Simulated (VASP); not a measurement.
# CdTe (F-43m) in VASP: notebook, part 2 of 2

VASP 6.6.1. The steps go on from the part before.

### Step 3. G0W0 quasiparticle levels, PBE

POSCAR reads:

```
CdTe
1.0
    0.0000000000      3.2799551172      3.2799551172
    3.2799551172      0.0000000000      3.2799551172
    3.2799551172      3.2799551172      0.0000000000
Cd Te
1 1
Direct
    0.0000000000      0.0000000000      0.0000000000
    0.2500000000      0.2500000000      0.2500000000
```

INCAR.step1 reads:

```
ALGO = Normal
EDIFF = 1E-8
ENCUT = 500
GGA = PE
ISMEAR = 0
LASPH = T
LCHARG = F
LREAL = F
LWAVE = T
NELM = 100
PREC = Accurate
SIGMA = 0.01
```

INCAR.step2 reads:

```
ALGO = Exact
EDIFF = 1E-8
ENCUT = 500
GGA = PE
ISMEAR = 0
ISTART = 1
LASPH = T
LCHARG = F
LOPTICS = T
LREAL = F
LWAVE = T
NBANDS = 39
NELM = 1
PREC = Accurate
SIGMA = 0.01
```

INCAR.step3 reads:

```
ALGO = EVGW0
EDIFF = 1E-8
ENCUT = 500
ENCUTGW = 60
GGA = PE
ISMEAR = 0
ISTART = 1
LASPH = T
LCHARG = F
LREAL = F
LWAVE = F
NBANDS = 39
NBANDSGW = 17
NELMGW = 1
NOMEGA = 48
PREC = Accurate
PRECFOCK = Fast
SIGMA = 0.01
```

KPOINTS reads:

```
k-points
0
Gamma
  2 2 2
```

Potentials or basis: VASP PAW PBE potentials, release 64 (Cd_GW, Te_GW).

The run is started by

```console
cat potpaw_PBE.64/Cd_GW/POTCAR potpaw_PBE.64/Te_GW/POTCAR > POTCAR
cp INCAR.step1 INCAR
mpirun -np 1 vasp_std > vasp.out
cp INCAR.step2 INCAR
mpirun -np 1 vasp_std > vasp.out
cp INCAR.step3 INCAR
mpirun -np 1 vasp_std > vasp.out
```

OUTCAR:

```text
EDIFF = 1E-8
   ENCUT = 500
   ENCUTGW = 60
   GGA = PE
   ISMEAR = 0
   ISTART = 1
   LASPH = T
   LREAL = F
   NELMGW = 1
   PREC = Accurate
   PRECFOCK = Fast

 ion  position               nearest neighbor table
   1  0.000  0.000  0.000-   2 2.84   2 2.84   2 2.84   2 2.84
   2  0.250  0.250  0.250-   1 2.84   1 2.84   1 2.84   1 2.84

  LATTYP: Found a face centered cubic cell.
 ALAT       =     6.5599102344

  Lattice vectors:

 A1 = (   0.0000000000,   3.2799551172,   3.2799551172)
 A2 = (   3.2799551172,   0.0000000000,   3.2799551172)
 A3 = (   3.2799551172,   3.2799551172,   0.0000000000)

Analysis of symmetry for initial positions (statically):
=====================================================================
 Subroutine PRICEL returns:
 Original cell was already a primitive cell.

 Routine SETGRP: Setting up the symmetry group for a
 face centered cubic supercell.

 Subroutine GETGRP returns: Found 24 space group operations
 (whereof 24 operations were pure point group operations)
 out of a pool of 48 trial point group operations.

The static configuration has the point symmetry T_d .

Analysis of symmetry for dynamics (positions and initial velocities):
=====================================================================
 Subroutine PRICEL returns:
 Original cell was already a primitive cell.

 Routine SETGRP: Setting up the symmetry group for a
 face centered cubic supercell.

 Subroutine GETGRP returns: Found 24 space group operations
 (whereof 24 operations were pure point group operations)
 out of a pool of 48 trial point group operations.

The dynamic configuration has the point symmetry T_d .

 Subroutine INISYM returns: Found 24 space group operations
 (whereof 24 operations are pure point group operations),
 and found     1 'primitive' translations

----------------------------------------------------------------------------------------

                                     Primitive cell

  volume of cell :      70.5722

  direct lattice vectors                    reciprocal lattice vectors
     0.000000000  3.279955117  3.279955117    -0.152441110  0.152441110  0.152441110
     3.279955117  0.000000000  3.279955117     0.152441110 -0.152441110  0.152441110
     3.279955117  3.279955117  0.000000000     0.152441110  0.152441110 -0.152441110

  length of vectors
     4.638557011  4.638557011  4.638557011     0.264035748  0.264035748  0.264035748

  position of ions in fractional coordinates (direct lattice)
     0.000000000  0.000000000  0.000000000
     0.250000000  0.250000000  0.250000000

  ion indices of the primitive-cell ions
   primitive index   ion index
                 1           1
                 2           2

----------------------------------------------------------------------------------------

 KPOINTS: k-points

Automatic generation of k-mesh.
 Grid dimensions read from file:
 generate k-points for:    2    2    2

 Generating k-lattice:

  Cartesian coordinates                     Fractional coordinates (reciprocal lattice)
    -0.076220555  0.076220555  0.076220555     0.500000000  0.000000000  0.000000000
     0.076220555 -0.076220555  0.076220555     0.000000000  0.500000000  0.000000000
     0.076220555  0.076220555 -0.076220555     0.000000000  0.000000000  0.500000000

  Length of vectors
     0.132017874  0.132017874  0.132017874

  Shift w.r.t. Gamma in fractional coordinates (k-lattice)
     0.000000000  0.000000000  0.000000000

 Subroutine IBZKPT returns following result:
 ===========================================

 Found      3 irreducible k-points:

 Following reciprocal coordinates:
            Coordinates               Weight
  0.000000  0.000000  0.000000      1.000000
  0.500000  0.000000  0.000000      4.000000
  0.500000  0.500000  0.000000      3.000000
   k-points           NKPTS =      3   k-points in BZ     NKDIM =      8   number of bands    NBANDS=     39
   number of dos      NEDOS =    301   number of ions     NIONS =      2
   total plane-waves  NPLWV =  46656
   dimension x,y,z NGX =    36 NGY =   36 NGZ =   36
   dimension x,y,z NGXF=    72 NGYF=   72 NGZF=   72
   ions per type =               1   1
   NGX,Y,Z   is equivalent  to a cutoff of  12.90, 12.90, 12.90 a.u.
   NGXF,Y,Z  is equivalent  to a cutoff of  25.80, 25.80, 25.80 a.u.
 SYSTEM =  unknown system
   PREC   = accura    normal or accurate (medium, high low for compatibility)
   ISTART =      1    job   : 0-new  1-cont  2-samecut
   ICHARG =      0    charge: 1-file 2-atom 10-const
   ISPIN  =      1    spin polarized calculation?
   LNONCOLLINEAR =      F non collinear calculations
   LSORBIT =      F    spin-orbit coupling
   LASPH  =      T    aspherical Exc in radial PAW
   ENCUT  =  500.0 eV  36.75 Ry    6.06 a.u.   8.46  8.46  8.46*2*pi/ulx,y,z
   NELM   =     60;   NELMIN=  2; NELMDL=  0     # of ELM steps
   EDIFF  = 0.1E-07   stopping-criterion for ELM
   LREAL  =      F    real-space projection
   EDIFFG = 0.1E-06   stopping-criterion for IOM
   NSW    =      0    number of steps for IOM
   IBRION =     -1    ionic relax: 0-MD 1-quasi-New 2-CG
   NFREE  =      0    steps in history (QN), initial steepest desc. (CG)
   ISIF   =      0    stress and relaxation
   ISYM   =      3    0-nonsym 1-usesym 2-fastsym
   POTIM  = 0.5000    time-step for ionic-motion
   TEBEG  =    0.0;   TEEND  =   0.0 temperature during run
   PSTRESS=    0.0 pullay stress
   NELECT =      18.0000    total number of electrons
   NUPDOWN=      -1.0000    fix difference up-down
   EMIN   =  10.00;   EMAX   =-10.00  energy-range for DOS
   EFERMI =   0.00;   METHOD = LEGACY
   ISMEAR =     0;   SIGMA  =   0.01  broadening in eV -4-tet -1-fermi 0-gaus
   EFERMI_NEDOS =   21; number of points for ismear=-14 and -15
   IALGO  =     38    algorithm
   IMIX   =      4    mixing-type and parameters
     AMIX     =   0.40;   BMIX     =  1.00
     AMIX_MAG =   1.60;   BMIX_MAG =  1.00
  volume/ion in A,a.u.               =      35.29       238.12
  Fermi-wavevector in a.u.,A,eV,Ry     =   1.038216  1.961944 14.665621  1.077893
  Thomas-Fermi vector in A             =   2.172690
   LORBIT       =      0    0 simple, 1 ext, 2 COOP (PROOUT), +10 PAW based schemes
   GGA     = PE    functional components
   LHFCALC =     T    Hartree Fock is set to
   PRECFOCK=fast      Normal, Fast or Accurate (Low or Medium for compatibility)
   ENCUT4O =  -1.0   cutoff for four orbital integrals eV
   NKREDX  =     1    reduce k-point grid by
   NKREDY  =     1    reduce k-point grid by
   NKREDZ  =     1    reduce k-point grid by
   AEXX    =    1.0000 exact exchange contribution
   HFSCREEN=    0.0000 screening length (either q_TF or 0.3 A-1)
   HFSCREENC=   0.0000 screening length for correlation (either q_TF or 0.3 A-1)
   ENCUTFOCK=  -1.0 apply spherical cutoff to Coloumb kernel
   IVDW    =     0    specifies the selected vdW correction
   LEPSILON=     F    determine dielectric tensor
   LRPA    =     F    only Hartree local field effects (RPA)
   LRPAFORCE           =     F    calculate RPA forces
   ENCUTGW             =  60.0    cutoff for response function in eV
   ENCUTGWSOFT         =  48.0    soft cutoff for Coulomb kernel in GW response function in eV
   ENCUTLF             =  -1.0    cutoff for local field effects
   NELMGW              =     1    number of iterations in solving QP/BSE equation
   NELMHF              =     1    number of iterations in the inner HF iteration
   NKREDLFX            =     1    NKREDLFY  =   1   NKREDLFZ  =   1
 non-spin polarized calculation
 Gauss-broadening in eV      SIGMA  =   0.01
  energy-cutoff  :      500.00
  volume of cell :       70.57
 maximum number of plane-waves:      1807
 NGX is ok and might be reduce to    36
  NGX = 18; NGY = 18; NGZ = 18
   NGX = 17   NGY = 17   NGZ = 17
 maximum number of plane-waves:        80
 NGX is ok and might be reduce to    14

 QP shifts <psi_nk| G(iteration)W_0 |psi_nk>: iteration 1
 for sc-GW calculations column KS-energies equals QP-energies in previous step
 and V_xc(KS)=  KS-energies - (<T + V_ion + V_H > + <T+V_H+V_ion>^1  + <V_x>^1)

 k-point   1 :       0.0000    0.0000    0.0000
  band No.  KS-energies  QP-energies   sigma(KS)   V_xc(KS)     V^pw_x(r,r')   Z            occupation Imag(sigma)

      1      -7.6838      -7.5268     -10.6402     -10.8852     -17.1325       0.6407       2.0000       1.0620
      2      -5.2775      -6.3098     -16.7552     -15.2830     -23.1106       0.7011       2.0000       0.3022
      3      -5.2775      -6.3098     -16.7552     -15.2830     -23.1106       0.7011       2.0000       0.3022
      4      -5.2775      -6.3098     -16.7552     -15.2830     -23.1106       0.7011       2.0000       0.3022
      5      -5.0660      -6.1162     -16.9843     -15.4899     -23.2665       0.7028       2.0000       0.2488
      6      -5.0660      -6.1162     -16.9843     -15.4899     -23.2665       0.7028       2.0000       0.2488
[... 9 lines left out ...]
     16      12.4706      13.0113      -8.0528      -8.7376      -3.8144       0.7897       0.0000      -0.2806
     17      13.1479      13.1055      -6.5224      -6.4700      -1.7740       0.8081       0.0000      -0.4217

 k-point   2 :       0.5000    0.0000    0.0000
  band No.  KS-energies  QP-energies   sigma(KS)   V_xc(KS)     V^pw_x(r,r')   Z            occupation Imag(sigma)

      1      -7.3336      -7.3510     -11.7703     -11.7435     -18.1526       0.6479       2.0000       0.8614
      2      -5.2247      -6.2637     -16.8224     -15.3455     -23.1656       0.7035       2.0000       0.2934
      3      -5.2247      -6.2637     -16.8224     -15.3455     -23.1656       0.7035       2.0000       0.2934
      4      -5.0569      -6.1107     -17.0065     -15.5143     -23.2988       0.7062       2.0000       0.2526
      5      -5.0569      -6.1107     -17.0065     -15.5143     -23.2988       0.7062       2.0000       0.2526
      6      -4.6837      -5.5962     -16.3275     -15.0639     -22.4469       0.7221       2.0000       0.3502
[... 9 lines left out ...]
     16      13.3427      13.8789      -7.7597      -8.4547      -3.2117       0.7716       0.0000      -0.3434
     17      14.2903      14.9878      -7.8692      -8.7845      -3.1917       0.7620       0.0000      -0.3871

 k-point   3 :       0.5000    0.5000    0.0000
  band No.  KS-energies  QP-energies   sigma(KS)   V_xc(KS)     V^pw_x(r,r')   Z            occupation Imag(sigma)

      1      -7.2313      -7.3091     -12.1750     -12.0559     -18.5458       0.6527       2.0000       0.8077
      2      -5.1480      -6.1815     -16.7512     -15.2784     -23.0078       0.7017       2.0000       0.2617
      3      -5.1396      -6.1967     -16.9945     -15.4976     -23.3380       0.7062       2.0000       0.2890
      4      -5.1396      -6.1967     -16.9945     -15.4976     -23.3380       0.7062       2.0000       0.2890
      5      -5.0391      -6.0888     -17.0215     -15.5334     -23.3120       0.7054       2.0000       0.2486
      6      -4.5312      -5.3734     -15.9717     -14.8264     -22.0066       0.7355       2.0000       0.3794
[... 9 lines left out ...]
     16      14.7021      15.2597      -7.9916      -8.7208      -3.5918       0.7647       0.0000      -0.3176
     17      14.7021      15.2597      -7.9916      -8.7208      -3.5918       0.7647       0.0000      -0.3176
```

Run time: 1.8 min. Hardware: 1 thread of Intel Xeon 8259CL, shared host; peak memory 0.6 GiB.

Results:

| Quantity | Value |
| --- | --- |
| Band gap on the k mesh, mean-field level | 0.52 eV, direct |
| Quasiparticle gap | 1.20 eV |
| Least direct quasiparticle gap | 1.20 eV |

Caveat: the k points lie up to 0.83 Å⁻¹ apart; bands, screening cutoff and mesh are small and nothing is extrapolated, so the quasiparticle values aren't converged; spin-orbit coupling is left out, which moves the levels of the heavy elements.
